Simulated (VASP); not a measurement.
# Se (P3_121) in VASP: further runs

Se is run at these levels: LDA, PBE; tasks: single point.

Program: VASP 6.6.1. These are calculated values, not measurements. Logs are shortened: lines on timing, memory, paths and dates and some standing lists are left out, and cuts for length are marked.

**1. The cell of the first run**

It takes space group P3_121 (No. 152, trigonal). Conventional cell: a = 4.424 Å, b = 4.424 Å, c = 5.019 Å, α = 90.00°, β = 90.00°, γ = 120.00°. Se (site symmetry 2) has 2 Se at 2.40 Å within 3.2 Å.

**2. Single point, LDA (volume scaled by 1.04)**

The input, INCAR:

```
SYSTEM = Se
  PREC = Accurate
  ENCUT = 520
  EDIFF = 1E-7
  ISMEAR = -1
  SIGMA = 0.05
  LREAL = .False.
  LASPH = .True.
  NELM = 60
  ALGO = Normal
  ISIF = 2
  LWAVE = .False.
  LCHARG = .True.
  GGA = CA
  LELF = .True.
  LVHAR = .True.
  NBANDS = 16
```

The input, KPOINTS:

```
regular mesh
0
Gamma
  7 7 6
  0 0 0
```

The input, POSCAR:

```
Se
1.0
    4.4236565890      0.0000000000      0.0000000000
   -2.2118282945      3.8309989837      0.0000000000
    0.0000000000      0.0000000000      5.0187864228
Se
3
Direct
    0.7746000000      0.7746000000      0.0000000000
    0.0000000000      0.2254000000      0.6666666667
    0.2254000000      0.0000000000      0.3333333333
```

Potentials or basis: VASP PAW LDA potentials, release 64 (Se).

Run with:

```
$ cat potpaw_LDA.64/Se/POTCAR > POTCAR
$ mpirun -np 1 vasp_std > vasp.out
```

OUTCAR:

```text
SYSTEM = Se
   PREC = Accurate
   ENCUT = 520
   EDIFF = 1E-7
   ISMEAR = -1
   LREAL = .False.
   LASPH = .True.
   NELM = 60
   ISIF = 2
   GGA = CA

 ion  position               nearest neighbor table
   1  0.775  0.775  0.000-   3 2.40   2 2.40
   2  0.000  0.225  0.667-   1 2.40   3 2.40
   3  0.225  0.000  0.333-   1 2.40   2 2.40

  LATTYP: Found a hexagonal cell.
 ALAT       =     4.4236565890
 C/A-ratio  =     1.1345334616

  Lattice vectors:

 A1 = (   4.4236565890,   0.0000000000,   0.0000000000)
 A2 = (  -2.2118282945,   3.8309989837,   0.0000000000)
 A3 = (   0.0000000000,   0.0000000000,   5.0187864228)

Analysis of symmetry for initial positions (statically):
=====================================================================
 Subroutine PRICEL returns:
 Original cell was already a primitive cell.

 Routine SETGRP: Setting up the symmetry group for a
 hexagonal supercell.

 Subroutine GETGRP returns: Found  6 space group operations
 (whereof  2 operations were pure point group operations)
 out of a pool of 24 trial point group operations.

The static configuration has the point symmetry C_2 .
 The point group associated with its full space group is D_3 .

Analysis of symmetry for dynamics (positions and initial velocities):
=====================================================================
 Subroutine PRICEL returns:
 Original cell was already a primitive cell.

 Routine SETGRP: Setting up the symmetry group for a
 hexagonal supercell.

 Subroutine GETGRP returns: Found  6 space group operations
 (whereof  2 operations were pure point group operations)
 out of a pool of 24 trial point group operations.

The dynamic configuration has the point symmetry C_2 .
 The point group associated with its full space group is D_3 .

 Subroutine INISYM returns: Found  6 space group operations
 (whereof  2 operations are pure point group operations),
 and found     1 'primitive' translations

----------------------------------------------------------------------------------------

                                     Primitive cell

  volume of cell :      85.0535

  direct lattice vectors                    reciprocal lattice vectors
     4.423656589  0.000000000  0.000000000     0.226057331  0.130514261  0.000000000
    -2.211828295  3.830998984  0.000000000     0.000000000  0.261028521  0.000000000
     0.000000000  0.000000000  5.018786423     0.000000000  0.000000000  0.199251356

  length of vectors
     4.423656589  4.423656589  5.018786423     0.261028521  0.261028521  0.199251356

  position of ions in fractional coordinates (direct lattice)
     0.774600000  0.774600000  0.000000000
     0.000000000  0.225400000  0.666666667
     0.225400000  0.000000000  0.333333333

  ion indices of the primitive-cell ions
   primitive index   ion index
                 1           1
                 2           2
                 3           3

----------------------------------------------------------------------------------------

 KPOINTS: regular mesh

Automatic generation of k-mesh.
 Grid dimensions read from file:
 generate k-points for:    7    7    6

 Generating k-lattice:

  Cartesian coordinates                     Fractional coordinates (reciprocal lattice)
     0.032293904  0.018644894  0.000000000     0.142857143  0.000000000  0.000000000
     0.000000000  0.037289789  0.000000000     0.000000000  0.142857143  0.000000000
     0.000000000  0.000000000  0.033208559     0.000000000  0.000000000  0.166666667

  Length of vectors
     0.037289789  0.037289789  0.033208559

  Shift w.r.t. Gamma in fractional coordinates (k-lattice)
     0.000000000  0.000000000  0.000000000

 Subroutine IBZKPT returns following result:
 ===========================================

 Found     40 irreducible k-points:

 Following reciprocal coordinates:
            Coordinates               Weight
  0.000000  0.000000  0.000000      1.000000
  0.142857  0.000000  0.000000      6.000000
  0.285714  0.000000  0.000000      6.000000
  0.428571  0.000000  0.000000      6.000000
  0.142857  0.142857  0.000000      6.000000
  0.285714  0.142857  0.000000     12.000000
[... 16 lines left out ...]
  0.000000  0.142857  0.333333      6.000000
  0.285714  0.000000  0.333333      6.000000
 [... further k-points ...]
   k-points           NKPTS =     40   k-points in BZ     NKDIM =     40   number of bands    NBANDS=     16
   number of dos      NEDOS =    301   number of ions     NIONS =      3
   total plane-waves  NPLWV =  51840
   dimension x,y,z NGX =    36 NGY =   36 NGZ =   40
   dimension x,y,z NGXF=    72 NGYF=   72 NGZF=   80
   ions per type =               3
   NGX,Y,Z   is equivalent  to a cutoff of  13.53, 13.53, 13.25 a.u.
   NGXF,Y,Z  is equivalent  to a cutoff of  27.06, 27.06, 26.50 a.u.
 SYSTEM =  Se
   PREC   = accura    normal or accurate (medium, high low for compatibility)
   ISTART =      0    job   : 0-new  1-cont  2-samecut
   ICHARG =      2    charge: 1-file 2-atom 10-const
   ISPIN  =      1    spin polarized calculation?
   LNONCOLLINEAR =      F non collinear calculations
   LSORBIT =      F    spin-orbit coupling
   LASPH  =      T    aspherical Exc in radial PAW
   ENCUT  =  520.0 eV  38.22 Ry    6.18 a.u.   8.23  8.23  9.33*2*pi/ulx,y,z
   NELM   =     60;   NELMIN=  2; NELMDL= -5     # of ELM steps
   EDIFF  = 0.1E-06   stopping-criterion for ELM
   LREAL  =      F    real-space projection
   EDIFFG = 0.1E-05   stopping-criterion for IOM
   NSW    =      0    number of steps for IOM
   IBRION =     -1    ionic relax: 0-MD 1-quasi-New 2-CG
   NFREE  =      0    steps in history (QN), initial steepest desc. (CG)
   ISIF   =      2    stress and relaxation
   ISYM   =      2    0-nonsym 1-usesym 2-fastsym
   POTIM  = 0.5000    time-step for ionic-motion
   TEBEG  =    0.0;   TEEND  =   0.0 temperature during run
   PSTRESS=    0.0 pullay stress
   NELECT =      18.0000    total number of electrons
   NUPDOWN=      -1.0000    fix difference up-down
   EMIN   =  10.00;   EMAX   =-10.00  energy-range for DOS
   EFERMI =   0.00;   METHOD = LEGACY
   ISMEAR =    -1;   SIGMA  =   0.05  broadening in eV -4-tet -1-fermi 0-gaus
   EFERMI_NEDOS =   21; number of points for ismear=-14 and -15
   IALGO  =     38    algorithm
   IMIX   =      4    mixing-type and parameters
     AMIX     =   0.40;   BMIX     =  1.00
     AMIX_MAG =   1.60;   BMIX_MAG =  1.00
  volume/ion in A,a.u.               =      28.35       191.32
  Fermi-wavevector in a.u.,A,eV,Ry     =   0.975592  1.843602 12.949753  0.951780
  Thomas-Fermi vector in A             =   2.106144
   LORBIT       =      0    0 simple, 1 ext, 2 COOP (PROOUT), +10 PAW based schemes
   GGA     = CA    functional components
   LHFCALC =     F    Hartree Fock is set to
   AEXX    =    0.0000 exact exchange contribution
   IVDW    =     0    specifies the selected vdW correction
   LEPSILON=     F    determine dielectric tensor
   LRPA    =     F    only Hartree local field effects (RPA)
 non-spin polarized calculation
  energy-cutoff  :      520.00
  volume of cell :       85.05
 maximum number of plane-waves:      2310
 NGX is ok and might be reduce to    36
   NGX = 17   NGY = 17   NGZ = 19

 number of electron      17.9999999 magnetization

 Free energy of the ion-electron system (eV)
  ---------------------------------------------------
  ext. energy  EPLUGINS =         0.00000000
  ---------------------------------------------------
  free energy    TOTEN  =       -12.28138634 eV

  energy without entropy =      -12.28138520  energy(sigma->0) =      -12.28138577

 E-fermi :   2.7860     XC(G=0):  -9.0235

 val. band max:        2.2445523022   @ k =   0.4286   0.1429   0.5000
 cond. band min:       3.3335947112   @ k =   0.2857   0.2857   0.5000
 fundamental gap:      1.0890424090
 Fermi energy:         2.7860149200

 k-point     1 :       0.0000    0.0000    0.0000
  band No.  band energies     occupation
      1     -13.3003      2.00000
      2      -9.4023      2.00000
      3      -9.4022      2.00000
      4      -1.4781      2.00000
      5      -1.4781      2.00000
      6      -1.3489      2.00000
[... 8 lines left out ...]
     15       8.6482      0.00000
     16      10.6058      0.00000

 k-point     2 :       0.1429    0.0000    0.0000
  band No.  band energies     occupation
      1     -13.2265      2.00000
      2      -9.4697      2.00000
      3      -9.3971      2.00000
      4      -1.9925      2.00000
      5      -1.7071      2.00000
      6      -1.1927      2.00000
[... 8 lines left out ...]
     15       9.1824      0.00000
     16      10.5364      0.00000

 k-point     3 :       0.2857    0.0000    0.0000
  band No.  band energies     occupation
      1     -13.0439      2.00000
      2      -9.6515      2.00000
      3      -9.3848      2.00000
      4      -2.4829      2.00000
      5      -2.0447      2.00000
      6      -1.2089      2.00000
[... 8 lines left out ...]
     15      10.2964      0.00000
     16      11.2227      0.00000

 k-point     4 :       0.4286    0.0000    0.0000
  band No.  band energies     occupation
      1     -12.8754      2.00000
      2      -9.8327      2.00000
      3      -9.3743      2.00000
      4      -2.6633      2.00000
      5      -2.2609      2.00000
      6      -1.1063      2.00000
[... 8 lines left out ...]
     15      11.4530      0.00000
     16      12.0406      0.00000
[... 324 lines left out ...]
 k-point    22 :       0.1429    0.0000    0.3333
  band No.  band energies     occupation
      1     -12.7352      2.00000
      2     -11.3511      2.00000
      3      -7.8000      2.00000
      4      -2.3763      2.00000
      5      -1.5308      2.00000
      6      -0.9881      2.00000
[... 8 lines left out ...]
     15       9.7491      0.00000
     16       9.8936      0.00000

 k-point    23 :       0.0000    0.1429    0.3333
  band No.  band energies     occupation
      1     -12.7343      2.00000
      2     -11.3542      2.00000
      3      -7.7904      2.00000
      4      -2.4073      2.00000
      5      -1.6133      2.00000
      6      -1.0096      2.00000
[... 8 lines left out ...]
     15       9.5285      0.00000
     16      10.2261      0.00000

 k-point    24 :       0.2857    0.0000    0.3333
  band No.  band energies     occupation
      1     -12.5729      2.00000
      2     -11.2511      2.00000
      3      -8.1580      2.00000
      4      -2.7074      2.00000
      5      -2.0136      2.00000
      6      -1.1975      2.00000
[... 8 lines left out ...]
     15       9.6933      0.00000
     16      10.2678      0.00000

 [... further k-points ...]

------------------------ aborting loop because EDIFF is reached ----------------------------------------

  FORCE on cell =-STRESS in cart. coord.  units (eV):
  Direction    XX          YY          ZZ          XY          YZ          ZX
  --------------------------------------------------------------------------------------
  -------------------------------------------------------------------------------------
  Total       -1.6681999     -1.6681999     -1.5473456     -0.0000000     -0.0000000     -0.0000000
  in kB      -31.4243660    -31.4243660    -29.1477975     -0.0000000     -0.0000000     -0.0000000
  external PRESSURE =     -30.6655098 kB  Pullay stress =       0.0000000 kB

 VOLUME and BASIS-vectors are now :
 -----------------------------------------------------------------------------
  energy-cutoff  :      520.00
  volume of cell :       85.05
      direct lattice vectors                 reciprocal lattice vectors
     4.423656589  0.000000000  0.000000000     0.226057331  0.130514261  0.000000000
    -2.211828295  3.830998984  0.000000000     0.000000000  0.261028521  0.000000000
     0.000000000  0.000000000  5.018786423     0.000000000  0.000000000  0.199251356

 POSITION                                       TOTAL-FORCE (eV/Angst)
 -----------------------------------------------------------------------------------
      1.71328      2.96749      0.00000         0.061168      0.105945      0.000000
     -0.49855      0.86351      3.34586         0.061168     -0.105945      0.000000
      0.99709      0.00000      1.67293        -0.122335     -0.000000     -0.000000
 -----------------------------------------------------------------------------------
    total drift:                                0.000002      0.000003     -0.000000

  FREE ENERGIE OF THE ION-ELECTRON SYSTEM (eV)
  ---------------------------------------------------
  free  energy   TOTEN  =       -12.2813863376 eV

  energy  without entropy=      -12.2813852024  energy(sigma->0) =      -12.28138577
```

It took 47 s on 1 thread of AMD EPYC 7R43 (Zen 3), shared host; peak memory 0.16 GiB.

What came out:

- Free energy: -12.2814 eV
- Pressure: -3.1 GPa
- Largest force: 0.122 eV/Å
- Band gap on the k mesh: 1.09 eV, indirect (least direct gap 1.34 eV)

Forces in eV/Å, atoms in the order of the input:
```
Se   0.061  0.106  0.000
Se   0.061 -0.106  0.000
Se  -0.122  0.000  0.000
```

Caveat: the cell differs from its parent crystal (volume scaled by 1.04).

**3. Single point, PBE**

This run uses another cell than the first one, of 27.26 Å³/atom, 0.962 times its volume.

The input, INCAR:

```
PREC = Accurate ; ENCUT = 520
EDIFF = 1E-6 ; ISMEAR = 0
SIGMA = 0.028000000000000004 ; LREAL = False
LASPH = True ; NELM = 80
ALGO = Normal ; ISIF = 2
LWAVE = False ; LCHARG = True
GGA = PE ; LELF = True
LVHAR = True ; NBANDS = 16
```

The input, KPOINTS:

```
Automatic mesh
0
Gamma
  7 7 6
```

The input, POSCAR:

```
Se
1.0
    4.3662000000      0.0000000000      0.0000000000
   -2.1831000000      3.7812401180      0.0000000000
    0.0000000000      0.0000000000      4.9536000000
Se
3
Direct
    0.7746000000      0.7746000000      0.0000000000
    0.0000000000      0.2254000000      0.6666666667
    0.2254000000      0.0000000000      0.3333333333
```

Potentials or basis: VASP PAW PBE potentials, release 64 (Se).

Run with:

```
$ cat potpaw_PBE.64/Se/POTCAR > POTCAR
$ mpirun -np 1 vasp_std > vasp.out
```

Wall time 26 s (1 thread of Intel Xeon Platinum 8488C (Sapphire Rapids), shared host); peak memory 0.2 GiB.

It converged, with:

- Free energy: -10.4700 eV
- Pressure: 2.9 GPa
- Largest force: 0.434 eV/Å
- Band gap on the k mesh: 1.21 eV, indirect (least direct gap 1.47 eV)

Forces on the atoms (eV/Å):
```
Se  -0.217 -0.376  0.000
Se  -0.217  0.376  0.000
Se   0.434  0.000  0.000
```

Stress tensor (GPa, compression positive):
```
2.30 0.00 0.00
0.00 2.30 0.00
0.00 0.00 4.13
```

Levels at points of the mesh, in eV from the valence-band top:
```tsv
k point	band 5	band 6	band 7	band 8	band 9	band 10	band 11	band 12	band 13	band 14
(0.00, 0.00, 0.00)	-3.84	-3.76	-2.05	-2.05	-0.42	1.88	1.88	2.17	6.17	6.49
(0.00, 0.00, 0.50)	-3.39	-3.39	-1.55	-1.55	-1.13	1.21	1.21	1.28	6.26	7.25
```

A k mesh can miss the band edges. A hybrid or GW would open this gap; PBE tends to underestimate it.
